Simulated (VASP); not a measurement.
# C3N (P2/m) in VASP: a series of runs

C3N is run at these levels: PBE+D3(BJ); tasks: single point, relaxation of cell and atoms.

Everything below comes from runs of VASP 6.6.1. Logs are shortened: lines on timing, memory, paths and dates and some standing lists are left out, and cuts for length are marked.

## Step 1: The cell of the first run

Symmetry: P2/m, No. 10, monoclinic system. The conventional cell has a = 4.128 Å, b = 2.451 Å, c = 4.684 Å, α = 90.00°, β = 94.30°, γ = 90.00°. Within 1.9 Å of C (site symmetry m) lie 1 N at 1.43 Å and 3 C at 1.54 to 1.68 Å. C (site symmetry m) has 4 C at 1.54 to 1.66 Å within 2.0 Å. Within 1.9 Å of C (site symmetry m) lie 2 N at 1.46 Å and 2 C at 1.50 to 1.57 Å. Within 1.9 Å of N (site symmetry m) lie 3 C at 1.43 to 1.46 Å.

## Step 2: Single point, PBE+D3(BJ)

INCAR reads:

```
SYSTEM = C3N
ALGO = Normal
EDIFF = 1E-6
ENCUT = 520
GGA = PE
ISIF = 2
ISMEAR = 0
IVDW = 12
LASPH = .TRUE.
LCHARG = .TRUE.
LELF = .TRUE.
LREAL = .FALSE.
LVHAR = .TRUE.
LWAVE = .FALSE.
NBANDS = 27
NELM = 80
PREC = Accurate
SIGMA = 0.02
```

KPOINTS reads:

```
k-points
0
G
  8 4 4
  0 0 0
```

POSCAR reads:

```
C3N
1.0
   -1.2254200959     -2.1224898668      0.0000000000
   -4.0542052226      2.3406964767      0.1635185439
    0.1437537916     -0.0829962903     -4.1249792506
C N
6 2
Direct
    0.0000000000      0.6780472102      0.5448074505
    0.5000000000      0.1673694312      0.5831239370
    0.5000000000      0.1544362165      0.9617548364
    0.5000000000      0.8455637835      0.0382451636
    0.0000000000      0.3219527898      0.4551925495
    0.5000000000      0.8326305688      0.4168760630
    0.0000000000      0.7254109450      0.8919809845
    0.0000000000      0.2745890550      0.1080190155
```

Potentials or basis: VASP PAW PBE potentials, release 64 (C, N).

On the command line:

```
> cat potpaw_PBE.64/C/POTCAR potpaw_PBE.64/N/POTCAR > POTCAR
> mpirun -np 1 vasp_std > vasp.out
```

OUTCAR:

```text
SYSTEM = C3N
   EDIFF = 1E-6
   ENCUT = 520
   GGA = PE
   ISIF = 2
   ISMEAR = 0
   IVDW = 12
   LASPH = .TRUE.
   LREAL = .FALSE.
   NELM = 80
   PREC = Accurate
 IVDW          = 12

 ion  position               nearest neighbor table
   1  0.000  0.678  0.545-   7 1.43   6 1.54   6 1.54   5 1.68
   2  0.500  0.167  0.583-   5 1.54   5 1.54   3 1.57   6 1.66
   3  0.500  0.154  0.962-   8 1.46   8 1.46   4 1.50   2 1.57
   4  0.500  0.846  0.038-   7 1.46   7 1.46   3 1.50   6 1.57
   5  0.000  0.322  0.455-   8 1.43   2 1.54   2 1.54   1 1.68
   6  0.500  0.833  0.417-   1 1.54   1 1.54   4 1.57   2 1.66
   7  0.000  0.725  0.892-   1 1.43   4 1.46   4 1.46
   8  0.000  0.275  0.108-   5 1.43   3 1.46   3 1.46

  LATTYP: Found a simple monoclinic cell.
 ALAT       =     4.1283177391
 B/A-ratio  =     0.5936655914
 C/A-ratio  =     1.1346626365
 COS(beta)  =    -0.0750637253

  Lattice vectors:

 A1 = (   0.1437537916,  -0.0829962903,  -4.1249792506)
 A2 = (  -1.2254200959,  -2.1224898668,   0.0000000000)
 A3 = (  -4.0542052226,   2.3406964767,   0.1635185439)

Analysis of symmetry for initial positions (statically):
=====================================================================
 Subroutine PRICEL returns:
 Original cell was already a primitive cell.

 Routine SETGRP: Setting up the symmetry group for a
 simple monoclinic supercell.

 Subroutine GETGRP returns: Found  4 space group operations
 (whereof  4 operations were pure point group operations)
 out of a pool of  4 trial point group operations.

The static configuration has the point symmetry C_2h.

Analysis of symmetry for dynamics (positions and initial velocities):
=====================================================================
 Subroutine PRICEL returns:
 Original cell was already a primitive cell.

 Routine SETGRP: Setting up the symmetry group for a
 simple monoclinic supercell.

 Subroutine GETGRP returns: Found  4 space group operations
 (whereof  4 operations were pure point group operations)
 out of a pool of  4 trial point group operations.

The dynamic configuration has the point symmetry C_2h.

 Subroutine INISYM returns: Found  4 space group operations
 (whereof  4 operations are pure point group operations),
 and found     1 'primitive' translations

----------------------------------------------------------------------------------------

                                     Primitive cell

  volume of cell :      47.2608

  direct lattice vectors                    reciprocal lattice vectors
    -1.225420096 -2.122489867  0.000000000    -0.204011670 -0.353358577  0.000000000
    -4.054205223  2.340696477  0.163518544    -0.185253492  0.106956154 -0.008608008
     0.143753792 -0.082996290 -4.124979251    -0.007343645  0.004239855 -0.242766692

  length of vectors
     2.450840192  4.684247890  4.128317739     0.408023340  0.214085434  0.242914743

  position of ions in fractional coordinates (direct lattice)
     1.000000000  0.678047210  0.544807451
     0.500000000  0.167369431  0.583123937
     0.500000000  0.154436217  0.961754836
     0.500000000  0.845563783  0.038245164
     1.000000000  0.321952790  0.455192549
     0.500000000  0.832630569  0.416876063
     1.000000000  0.725410945  0.891980985
     1.000000000  0.274589055  0.108019015

  ion indices of the primitive-cell ions
   primitive index   ion index
                 1           1
                 2           2
                 3           3
                 4           4
                 5           5
                 6           6
                 7           7
                 8           8

----------------------------------------------------------------------------------------

 KPOINTS: k-points

Automatic generation of k-mesh.
 Grid dimensions read from file:
 generate k-points for:    8    4    4

 Generating k-lattice:

  Cartesian coordinates                     Fractional coordinates (reciprocal lattice)
    -0.025501459 -0.044169822  0.000000000     0.125000000 -0.000000000 -0.000000000
    -0.046313373  0.026739038 -0.002152002     0.000000000  0.250000000  0.000000000
    -0.001835911  0.001059964 -0.060691673    -0.000000000  0.000000000  0.250000000

  Length of vectors
     0.051002917  0.053521359  0.060728686

  Shift w.r.t. Gamma in fractional coordinates (k-lattice)
     0.000000000  0.000000000  0.000000000

 Subroutine IBZKPT returns following result:
 ===========================================

 Found     50 irreducible k-points:

 Following reciprocal coordinates:
            Coordinates               Weight
  0.000000  0.000000  0.000000      1.000000
  0.125000 -0.000000 -0.000000      2.000000
  0.250000 -0.000000 -0.000000      2.000000
  0.375000  0.000000 -0.000000      2.000000
  0.500000 -0.000000 -0.000000      1.000000
  0.000000  0.250000  0.000000      2.000000
[... 16 lines left out ...]
  0.250000  0.250000  0.250000      4.000000
  0.375000  0.250000  0.250000      4.000000
 [... further k-points ...]
   k-points           NKPTS =     50   k-points in BZ     NKDIM =     50   number of bands    NBANDS=     27
   number of dos      NEDOS =    301   number of ions     NIONS =      8
   total plane-waves  NPLWV =  20736
   dimension x,y,z NGX =    18 NGY =   36 NGZ =   32
   dimension x,y,z NGXF=    36 NGYF=   72 NGZF=   64
   ions per type =               6   2
   NGX,Y,Z   is equivalent  to a cutoff of  12.21, 12.78, 12.89 a.u.
   NGXF,Y,Z  is equivalent  to a cutoff of  24.42, 25.55, 25.77 a.u.
 SYSTEM =  C3N
   PREC   = accura    normal or accurate (medium, high low for compatibility)
   ISTART =      0    job   : 0-new  1-cont  2-samecut
   ICHARG =      2    charge: 1-file 2-atom 10-const
   ISPIN  =      1    spin polarized calculation?
   LNONCOLLINEAR =      F non collinear calculations
   LSORBIT =      F    spin-orbit coupling
   LASPH  =      T    aspherical Exc in radial PAW
   ENCUT  =  520.0 eV  38.22 Ry    6.18 a.u.   4.56  8.71  7.68*2*pi/ulx,y,z
   NELM   =     80;   NELMIN=  2; NELMDL= -5     # of ELM steps
   EDIFF  = 0.1E-05   stopping-criterion for ELM
   LREAL  =      F    real-space projection
   EDIFFG = 0.1E-04   stopping-criterion for IOM
   NSW    =      0    number of steps for IOM
   IBRION =     -1    ionic relax: 0-MD 1-quasi-New 2-CG
   NFREE  =      0    steps in history (QN), initial steepest desc. (CG)
   ISIF   =      2    stress and relaxation
   ISYM   =      2    0-nonsym 1-usesym 2-fastsym
   POTIM  = 0.5000    time-step for ionic-motion
   TEBEG  =    0.0;   TEEND  =   0.0 temperature during run
   PSTRESS=    0.0 pullay stress
   NELECT =      34.0000    total number of electrons
   NUPDOWN=      -1.0000    fix difference up-down
   EMIN   =  10.00;   EMAX   =-10.00  energy-range for DOS
   EFERMI =   0.00;   METHOD = LEGACY
   ISMEAR =     0;   SIGMA  =   0.02  broadening in eV -4-tet -1-fermi 0-gaus
   EFERMI_NEDOS =   21; number of points for ismear=-14 and -15
   IALGO  =     38    algorithm
   IMIX   =      4    mixing-type and parameters
     AMIX     =   0.40;   BMIX     =  1.00
     AMIX_MAG =   1.60;   BMIX_MAG =  1.00
  volume/ion in A,a.u.               =       5.91        39.87
  Fermi-wavevector in a.u.,A,eV,Ry     =   1.466901  2.772041 29.276997  2.151799
  Thomas-Fermi vector in A             =   2.582583
   LORBIT       =      0    0 simple, 1 ext, 2 COOP (PROOUT), +10 PAW based schemes
   GGA     = PE    functional components
   LHFCALC =     F    Hartree Fock is set to
   AEXX    =    0.0000 exact exchange contribution
   IVDW    =    12    specifies the selected vdW correction
   LEPSILON=     F    determine dielectric tensor
   LRPA    =     F    only Hartree local field effects (RPA)
 non-spin polarized calculation
 Gauss-broadening in eV      SIGMA  =   0.02
  energy-cutoff  :      520.00
  volume of cell :       47.26
 maximum number of plane-waves:      1292
   NGX =  9   NGY = 17   NGZ = 15

 number of electron      34.0000003 magnetization

 Free energy of the ion-electron system (eV)
  ---------------------------------------------------
  ext. energy  EPLUGINS =         0.00000000
  ---------------------------------------------------
  free energy    TOTEN  =       -67.94671875 eV

  energy without entropy =      -67.94671875  energy(sigma->0) =      -67.94671875

 E-fermi :  11.1627     XC(G=0): -12.9983

 val. band max:       11.0140698056   @ k =   0.0000   0.5000   0.5000
 cond. band min:      12.8536364361   @ k =   0.2500  -0.0000  -0.0000
 fundamental gap:      1.8395666305
 Fermi energy:        11.1626676252

 k-point     1 :       0.0000    0.0000    0.0000
  band No.  band energies     occupation
      1     -13.8582      2.00000
      2     -10.9571      2.00000
      3      -7.6458      2.00000
      4      -5.4075      2.00000
      5      -5.1158      2.00000
      6      -4.0852      2.00000
[... 19 lines left out ...]
     26      19.3224      0.00000
     27      20.0873      0.00000

 k-point     2 :       0.1250   -0.0000   -0.0000
  band No.  band energies     occupation
      1     -13.5649      2.00000
      2     -10.6955      2.00000
      3      -7.3725      2.00000
      4      -5.2607      2.00000
      5      -4.8589      2.00000
      6      -3.8365      2.00000
[... 19 lines left out ...]
     26      20.0094      0.00000
     27      20.4525      0.00000

 k-point     3 :       0.2500   -0.0000   -0.0000
  band No.  band energies     occupation
      1     -12.6961      2.00000
      2      -9.9366      2.00000
      3      -6.5593      2.00000
      4      -5.2560      2.00000
      5      -4.1599      2.00000
      6      -3.1008      2.00000
[... 594 lines left out ...]
      1     -12.1132      2.00000
      2     -10.5092      2.00000
      3      -7.5916      2.00000
      4      -5.8114      2.00000
      5      -3.8885      2.00000
      6      -1.9695      2.00000
[... 19 lines left out ...]
     26      20.0094      0.00000
     27      20.5019      0.00000

 k-point    24 :       0.3750    0.2500    0.2500
  band No.  band energies     occupation
      1     -10.7487      2.00000
      2      -9.3485      2.00000
      3      -6.6495      2.00000
      4      -5.7372      2.00000
      5      -4.1824      2.00000
      6      -3.5909      2.00000
[... 19 lines left out ...]
     26      20.3296      0.00000
     27      20.9690      0.00000

 [... further k-points ...]

------------------------ aborting loop because EDIFF is reached ----------------------------------------

 Edisp (eV)   -1.44165

 E8    (eV) :    -0.4028

  FORCE on cell =-STRESS in cart. coord.  units (eV):
  Direction    XX          YY          ZZ          XY          YZ          ZX
  --------------------------------------------------------------------------------------
  -------------------------------------------------------------------------------------
  Total       0.10062     0.22631     0.21955     0.10886    -0.01805     0.03126
  in kB       3.41094     7.67217     7.44289     3.69033    -0.61184     1.05972
  external pressure =        6.18 kB  Pullay stress =        0.00 kB

 VOLUME and BASIS-vectors are now :
 -----------------------------------------------------------------------------
  energy-cutoff  :      520.00
  volume of cell :       47.26
      direct lattice vectors                 reciprocal lattice vectors
    -1.225420096 -2.122489867  0.000000000    -0.204011670 -0.353358577  0.000000000
    -4.054205223  2.340696477  0.163518544    -0.185253492  0.106956154 -0.008608008
     0.143753792 -0.082996290 -4.124979251    -0.007343645  0.004239855 -0.242766692

 POSITION                                       TOTAL-FORCE (eV/Angst)
 -----------------------------------------------------------------------------------
     -2.67062      1.54189     -2.13645         0.042991     -0.024821      0.024375
     -1.20743     -0.71788     -2.37801         0.017925     -0.010349     -0.005718
     -1.10057     -0.77958     -3.94197        -0.033387      0.019276      0.030719
     -4.03530      0.91479     -0.01950         0.033387     -0.019276     -0.030719
     -1.23983      0.71581     -1.82501        -0.042991      0.024821     -0.024375
     -3.92844      0.85309     -1.58345        -0.017925      0.010349      0.005718
     -2.81274      1.62394     -3.56078        -0.011620      0.006709     -0.005330
     -1.09771      0.63376     -0.40068         0.011620     -0.006709      0.005330
 -----------------------------------------------------------------------------------
    total drift:                               -0.000000      0.000000     -0.000000

  FREE ENERGIE OF THE ION-ELECTRON SYSTEM (eV)
  ---------------------------------------------------
  free  energy   TOTEN  =       -69.3883694779 eV

  energy  without entropy=      -69.3883694779  energy(sigma->0) =      -69.38836948
```

It took 27 s on 1 thread of Intel Xeon 6975P-C (Granite Rapids), shared host; peak memory 0.2 GiB.

What came out:

```yaml
Free_energy: -69.3884 eV
Pressure: 0.6 GPa
Largest_force: 0.055 eV/Å
Band_gap_on_the_k_mesh: 1.84 eV, indirect (least direct gap 2.87 eV)
Dispersion_energy_per_atom: -0.180 eV
```

Forces in eV/Å, atoms in the order of the input:
```
C    0.043 -0.025  0.024
C    0.018 -0.010 -0.006
C   -0.033  0.019  0.031
C    0.033 -0.019 -0.031
C   -0.043  0.025 -0.024
C   -0.018  0.010  0.006
N   -0.012  0.007 -0.005
N    0.012 -0.007  0.005
```

Stress tensor (GPa, compression positive):
```
 0.34  0.37  0.11
 0.37  0.77 -0.06
 0.11 -0.06  0.74
```

(Continued in part 2 of 2.)
